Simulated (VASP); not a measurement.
# Li2S (Fm-3m) in VASP: further runs

Runs on Li2S. Level: PBE. Tasks: single point.

Everything below comes from runs of VASP 6.6.1. Logs are shortened: lines on timing, memory, paths and dates and some standing lists are left out, and cuts for length are marked.

**1. The cell of the first run**

Symmetry: Fm-3m, No. 225, cubic system. The conventional cell has a = 5.670 Å, b = 5.670 Å, c = 5.670 Å, α = 90.00°, β = 90.00°, γ = 90.00°. Within 3.2 Å of Li (site symmetry -43m) lie 4 S at 2.46 Å and 6 Li at 2.84 Å. S (site symmetry m-3m) has 8 Li at 2.46 Å within 3.2 Å.

**2. Single point, PBE**

The input, INCAR:

```
ALGO = Normal ; EDIFF = 1E-6
ENCUT = 750 ; GGA = PE
GGA_COMPAT = F ; ISIF = 2
ISMEAR = -5 ; LASPH = T
LCHARG = F ; LREAL = F
LWAVE = F ; NBANDS = 13
NELM = 120 ; PREC = Accurate
SIGMA = 0.1
```

The input, KPOINTS:

```
k-points
0
Gamma
  4 4 4
```

The input, POSCAR:

```
Li2S
1.0
    0.0000000000      2.8351678429      2.8351678429
    2.8351678429      0.0000000000      2.8351678429
    2.8351678429      2.8351678429      0.0000000000
Li S
2 1
Direct
    0.7500000000      0.7500000000      0.7500000000
    0.2500000000      0.2500000000      0.2500000000
    0.0000000000      0.0000000000      0.0000000000
```

Potentials or basis: VASP PAW PBE potentials, release 64 (Li_sv, S).

Launch:

```console
cat potpaw_PBE.64/Li_sv/POTCAR potpaw_PBE.64/S/POTCAR > POTCAR
mpirun -np 1 vasp_std > vasp.out
```

OUTCAR:

```text
EDIFF = 1E-6
   ENCUT = 750
   GGA = PE
   ISIF = 2
   ISMEAR = -5
   LASPH = T
   LREAL = F
   NELM = 120
   PREC = Accurate

 ion  position               nearest neighbor table
   1  0.750  0.750  0.750-   3 2.46   3 2.46   3 2.46   3 2.46
   2  0.250  0.250  0.250-   3 2.46   3 2.46   3 2.46   3 2.46
   3  0.000  0.000  0.000-   1 2.46   1 2.46   2 2.46   2 2.46   1 2.46   1 2.46   2 2.46   2 2.46

  LATTYP: Found a face centered cubic cell.
 ALAT       =     5.6703356858

  Lattice vectors:

 A1 = (   0.0000000000,   2.8351678429,   2.8351678429)
 A2 = (   2.8351678429,   0.0000000000,   2.8351678429)
 A3 = (   2.8351678429,   2.8351678429,   0.0000000000)

Analysis of symmetry for initial positions (statically):
=====================================================================
 Subroutine PRICEL returns:
 Original cell was already a primitive cell.

 Routine SETGRP: Setting up the symmetry group for a
 face centered cubic supercell.

 Subroutine GETGRP returns: Found 48 space group operations
 (whereof 48 operations were pure point group operations)
 out of a pool of 48 trial point group operations.

The static configuration has the point symmetry O_h .

Analysis of symmetry for dynamics (positions and initial velocities):
=====================================================================
 Subroutine PRICEL returns:
 Original cell was already a primitive cell.

 Routine SETGRP: Setting up the symmetry group for a
 face centered cubic supercell.

 Subroutine GETGRP returns: Found 48 space group operations
 (whereof 48 operations were pure point group operations)
 out of a pool of 48 trial point group operations.

The dynamic configuration has the point symmetry O_h .

 Subroutine INISYM returns: Found 48 space group operations
 (whereof 48 operations are pure point group operations),
 and found     1 'primitive' translations

----------------------------------------------------------------------------------------

                                     Primitive cell

  volume of cell :      45.5792

  direct lattice vectors                    reciprocal lattice vectors
     0.000000000  2.835167843  2.835167843    -0.176356402  0.176356402  0.176356402
     2.835167843  0.000000000  2.835167843     0.176356402 -0.176356402  0.176356402
     2.835167843  2.835167843  0.000000000     0.176356402  0.176356402 -0.176356402

  length of vectors
[... 79 lines left out ...]
   PSTRESS=    0.0 pullay stress
   NELECT =      12.0000    total number of electrons
   NUPDOWN=      -1.0000    fix difference up-down
   EMIN   =  10.00;   EMAX   =-10.00  energy-range for DOS
   EFERMI =   0.00;   METHOD = LEGACY
   ISMEAR =    -5;   SIGMA  =   0.10  broadening in eV -4-tet -1-fermi 0-gaus
   EFERMI_NEDOS =   21; number of points for ismear=-14 and -15
   IALGO  =     38    algorithm
   IMIX   =      4    mixing-type and parameters
     AMIX     =   0.40;   BMIX     =  1.00
     AMIX_MAG =   1.60;   BMIX_MAG =  1.00
  volume/ion in A,a.u.               =      15.19       102.53
  Fermi-wavevector in a.u.,A,eV,Ry     =   1.049252  1.982799 14.979059  1.100930
  Thomas-Fermi vector in A             =   2.184207
   LORBIT       =      0    0 simple, 1 ext, 2 COOP (PROOUT), +10 PAW based schemes
   GGA     = PE    functional components
   LHFCALC =     F    Hartree Fock is set to
   AEXX    =    0.0000 exact exchange contribution
   IVDW    =     0    specifies the selected vdW correction
   LEPSILON=     F    determine dielectric tensor
   LRPA    =     F    only Hartree local field effects (RPA)
 non-spin polarized calculation
 Fermi weights with tetrahedron method with Bloechl corrections
  energy-cutoff  :      750.00
  volume of cell :       45.58
 maximum number of plane-waves:      2148
   NGX = 17   NGY = 17   NGZ = 17

 number of electron      11.9999997 magnetization

 Free energy of the ion-electron system (eV)
  ---------------------------------------------------
  ext. energy  EPLUGINS =         0.00000000
  ---------------------------------------------------
  free energy    TOTEN  =       -11.98469801 eV

  energy without entropy =      -11.98469801  energy(sigma->0) =      -11.98469801

 E-fermi :   1.6876     XC(G=0):  -8.5612

 val. band max:        1.5608185325   @ k =   0.0000   0.0000   0.0000
 cond. band min:       4.9343406667   @ k =   0.5000   0.5000   0.0000
 fundamental gap:      3.3735221342
 Fermi energy:         1.6875704232

 k-point     1 :       0.0000    0.0000    0.0000
  band No.  band energies     occupation
      1     -42.5930      2.00000
      2     -42.5480      2.00000
      3      -9.5023      2.00000
      4       1.5608      2.00000
      5       1.5608      2.00000
      6       1.5608      2.00000
      7       5.8999      0.00000
      8       7.7920      0.00000
      9       7.7920      0.00000
     10       7.7920      0.00000
     11      12.7745      0.00000
     12      12.7745      0.00000
     13      14.0561      0.00000
[... 98 lines left out ...]
  band No.  band energies     occupation
      1     -42.5693      2.00000
      2     -42.5693      2.00000
      3      -8.9153      2.00000
      4      -0.2956      2.00000
      5      -0.2956      2.00000
      6      -0.2357      2.00000
      7       7.0518      0.00000
      8       8.8966      0.00000
      9      10.5035      0.00000
     10      10.5035      0.00000
     11      13.5924      0.00000
     12      13.5924      0.00000
     13      14.2646      0.00000

------------------------ aborting loop because EDIFF is reached ----------------------------------------

  FORCE on cell =-STRESS in cart. coord.  units (eV):
  Direction    XX          YY          ZZ          XY          YZ          ZX
  --------------------------------------------------------------------------------------
  -------------------------------------------------------------------------------------
  Total        0.1836596      0.1836596      0.1836596      0.0000000      0.0000000     -0.0000000
  in kB        6.4559159      6.4559159      6.4559159      0.0000000      0.0000000     -0.0000000
  external PRESSURE =       6.4559159 kB  Pullay stress =       0.0000000 kB

 VOLUME and BASIS-vectors are now :
 -----------------------------------------------------------------------------
  energy-cutoff  :      750.00
  volume of cell :       45.58
      direct lattice vectors                 reciprocal lattice vectors
     0.000000000  2.835167843  2.835167843    -0.176356402  0.176356402  0.176356402
     2.835167843  0.000000000  2.835167843     0.176356402 -0.176356402  0.176356402
     2.835167843  2.835167843  0.000000000     0.176356402  0.176356402 -0.176356402

 POSITION                                       TOTAL-FORCE (eV/Angst)
 -----------------------------------------------------------------------------------
      4.25275      4.25275      4.25275        -0.000000     -0.000000      0.000000
      1.41758      1.41758      1.41758         0.000000      0.000000     -0.000000
      0.00000      0.00000      0.00000        -0.000000      0.000000     -0.000000
 -----------------------------------------------------------------------------------
    total drift:                                0.000000      0.000000      0.000000

  FREE ENERGIE OF THE ION-ELECTRON SYSTEM (eV)
  ---------------------------------------------------
  free  energy   TOTEN  =       -11.9846980055 eV

  energy  without entropy=      -11.9846980055  energy(sigma->0) =      -11.98469801
```

Wall time 11 s (1 thread of Intel Xeon Platinum 8375C at 2.90GHz (Ice Lake), shared host); peak memory 0.19 GiB.

Results:

- Free energy: -11.9847 eV
- Pressure: 0.6 GPa
- Band gap on the k mesh: 3.37 eV (least direct gap 4.34 eV)

Levels at points of the mesh, in eV from the valence-band top:
| k point | band 4 | band 5 | band 6 | band 7 | band 8 | band 9 |
| --- | --- | --- | --- | --- | --- | --- |
| (0.00, 0.00, 0.00) | 0.00 | 0.00 | 0.00 | 4.34 | 6.23 | 6.23 |
| (0.50, 0.00, 0.00) | -2.93 | -0.52 | -0.52 | 6.17 | 6.58 | 6.58 |
| (0.50, 0.50, 0.00) | -2.20 | -1.45 | -1.45 | 3.37 | 7.12 | 11.20 |

Caveat: the k points lie up to 0.48 Å⁻¹ apart. A k mesh can miss the band edges.

**3. Single point, PBE**

The input, INCAR:

```
SYSTEM = Li2S
  PREC = Accurate
  ENCUT = 750
  EDIFF = 1E-6
  ISMEAR = -1
  SIGMA = 0.008617333262145177
  LREAL = .FALSE.
  LASPH = .TRUE.
  NELM = 120
  ALGO = Normal
  ISIF = 2
  LWAVE = .FALSE.
  LCHARG = .TRUE.
  GGA = PE
  LELF = .TRUE.
  LVHAR = .TRUE.
  NBANDS = 13
  GGA_COMPAT = .FALSE.
```

The input, KPOINTS:

```
Automatic mesh
0
G
  4 4 4
  0 0 0
```

POSCAR is that of step 2.

Potentials or basis: VASP PAW PBE potentials, release 64 (Li_sv, S).

Launch:

```console
cat potpaw_PBE.64/Li_sv/POTCAR potpaw_PBE.64/S/POTCAR > POTCAR
mpirun -np 1 vasp_std > vasp.out
```

OUTCAR:

```text
SYSTEM = Li2S
   PREC = Accurate
   ENCUT = 750
   EDIFF = 1E-6
   ISMEAR = -1
   LREAL = .FALSE.
   LASPH = .TRUE.
   NELM = 120
   ISIF = 2
   GGA = PE

 ion  position               nearest neighbor table
   1  0.750  0.750  0.750-   3 2.46   3 2.46   3 2.46   3 2.46
   2  0.250  0.250  0.250-   3 2.46   3 2.46   3 2.46   3 2.46
   3  0.000  0.000  0.000-   1 2.46   1 2.46   2 2.46   2 2.46   1 2.46   1 2.46   2 2.46   2 2.46

  LATTYP: Found a face centered cubic cell.
 ALAT       =     5.6703356858

  Lattice vectors:

[... 298 lines left out ...]

  FORCE on cell =-STRESS in cart. coord.  units (eV):
  Direction    XX          YY          ZZ          XY          YZ          ZX
  --------------------------------------------------------------------------------------
  -------------------------------------------------------------------------------------
  Total        0.1836596      0.1836596      0.1836596      0.0000000      0.0000000      0.0000000
  in kB        6.4559160      6.4559160      6.4559160      0.0000000      0.0000000      0.0000000
  external PRESSURE =       6.4559160 kB  Pullay stress =       0.0000000 kB

 VOLUME and BASIS-vectors are now :
 -----------------------------------------------------------------------------
  energy-cutoff  :      750.00
  volume of cell :       45.58
      direct lattice vectors                 reciprocal lattice vectors
     0.000000000  2.835167843  2.835167843    -0.176356402  0.176356402  0.176356402
     2.835167843  0.000000000  2.835167843     0.176356402 -0.176356402  0.176356402
     2.835167843  2.835167843  0.000000000     0.176356402  0.176356402 -0.176356402

 POSITION                                       TOTAL-FORCE (eV/Angst)
 -----------------------------------------------------------------------------------
      4.25275      4.25275      4.25275        -0.000000     -0.000000      0.000000
      1.41758      1.41758      1.41758         0.000000      0.000000     -0.000000
      0.00000      0.00000      0.00000         0.000000     -0.000000     -0.000000
 -----------------------------------------------------------------------------------
    total drift:                                0.000000      0.000000      0.000000

  FREE ENERGIE OF THE ION-ELECTRON SYSTEM (eV)
  ---------------------------------------------------
  free  energy   TOTEN  =       -11.9846980055 eV

  energy  without entropy=      -11.9846980055  energy(sigma->0) =      -11.98469801
```

OSZICAR:

```text
N       E                     dE             d eps       ncg     rms          rms(c)
DAV:   1     0.624912490600E+02    0.62491E+02   -0.62584E+03   208   0.114E+03
DAV:   2    -0.395375625992E+01   -0.66445E+02   -0.60866E+02   241   0.248E+02
DAV:   3    -0.118545261206E+02   -0.79008E+01   -0.78449E+01   374   0.554E+01
DAV:   4    -0.122842032769E+02   -0.42968E+00   -0.42932E+00   306   0.131E+01
DAV:   5    -0.122891930271E+02   -0.49898E-02   -0.49896E-02   319   0.153E+00    0.391E+00
DAV:   6    -0.119901837507E+02    0.29901E+00   -0.50325E-01   231   0.284E+00    0.294E+00
DAV:   7    -0.119741799724E+02    0.16004E-01   -0.14482E-01   298   0.169E+00    0.185E+00
DAV:   8    -0.119852349154E+02   -0.11055E-01   -0.28368E-02   257   0.947E-01    0.873E-01
DAV:   9    -0.119844983431E+02    0.73657E-03   -0.98221E-04   275   0.176E-01    0.488E-01
DAV:  10    -0.119847396490E+02   -0.24131E-03   -0.15573E-03   223   0.188E-01    0.301E-01
DAV:  11    -0.119846971005E+02    0.42548E-04   -0.11795E-04   305   0.639E-02    0.954E-02
DAV:  12    -0.119846980055E+02   -0.90502E-06   -0.45974E-06   261   0.141E-02
   1 F= -.11984698E+02 E0= -.11984698E+02  d E =0.000000E+00
```

It took 13 s on 1 thread of Intel Xeon Platinum 8375C at 2.90GHz (Ice Lake), shared host; peak memory 0.19 GiB.

Results:

* Free energy: -11.9847 eV
* Pressure: 0.6 GPa
* Band gap on the k mesh: 3.37 eV (least direct gap 4.34 eV)

Levels at points of the mesh, in eV from the valence-band top:
```
           k point  band 2  band 3  band 4  band 5  band 6  band 7  band 8  band 9  band 10  band 11
(0.00, 0.00, 0.00)  -44.11  -11.06    0.00    0.00    0.00    4.34    6.23    6.23     6.23    11.21
(0.50, 0.00, 0.00)  -44.13  -10.62   -2.93   -0.52   -0.52    6.17    6.58    6.58     8.48    12.90
(0.50, 0.50, 0.00)  -44.12  -10.49   -2.20   -1.45   -1.45    3.37    7.12   11.20    11.20    12.26
```

Caveat: the k points lie up to 0.48 Å⁻¹ apart. A k mesh can miss the band edges.

**4. Single point, PBE**

The input, INCAR:

```
  PREC = Accurate
  ENCUT = 750
  EDIFF = 1E-6
  ISMEAR = 1
  SIGMA = 0.16
  LREAL = F
  LASPH = T
  NELM = 120
  ALGO = Normal
  ISIF = 2
  LWAVE = F
  LCHARG = T
  GGA = PE
  LELF = T
  LVHAR = T
  NBANDS = 13
  GGA_COMPAT = F
```

The input, KPOINTS:

```
Automatic mesh
0
Gamma
  4 4 4
```

POSCAR is that of step 3.

Launch:

```console
cat potpaw_PBE.64/Li_sv/POTCAR potpaw_PBE.64/S/POTCAR > POTCAR
mpirun -np 1 vasp_std > vasp.out
```

Wall time 11 s (1 thread of Intel Xeon Platinum 8375C at 2.90GHz (Ice Lake), shared host); peak memory 0.19 GiB.

It converged, with:

* Free energy: -11.9843 eV
* Pressure: 0.6 GPa
* Band gap on the k mesh: 3.37 eV (least direct gap 4.34 eV)

Levels at points of the mesh, in eV from the valence-band top:
| k point | band 4 | band 5 | band 6 | band 7 | band 8 | band 9 |
| --- | --- | --- | --- | --- | --- | --- |
| (0.00, 0.00, 0.00) | 0.00 | 0.00 | 0.00 | 4.34 | 6.23 | 6.23 |
| (0.50, 0.00, 0.00) | -2.93 | -0.52 | -0.52 | 6.17 | 6.58 | 6.58 |
| (0.50, 0.50, 0.00) | -2.20 | -1.45 | -1.45 | 3.37 | 7.12 | 11.20 |

Caveat: the k points lie up to 0.48 Å⁻¹ apart.

**5. The runs side by side**

```csv
smearing,gap on the mesh (eV),pressure (GPa)
tetrahedron,3.37,0.6
fermi-dirac 0.00861733 eV,3.37,0.6
methfessel-paxton 0.16 eV,3.37,0.6
```

Alike in all rows: task single point; level PBE; potentials or basis VASP PAW PBE potentials, release 64 (Li_sv, S); no spin polarisation; cell as given; k mesh 4 × 4 × 4; cutoff (eV) 750.

Caveats: all runs use coarse meshes.

Absolute energies hang on the potentials; compare differences alone.
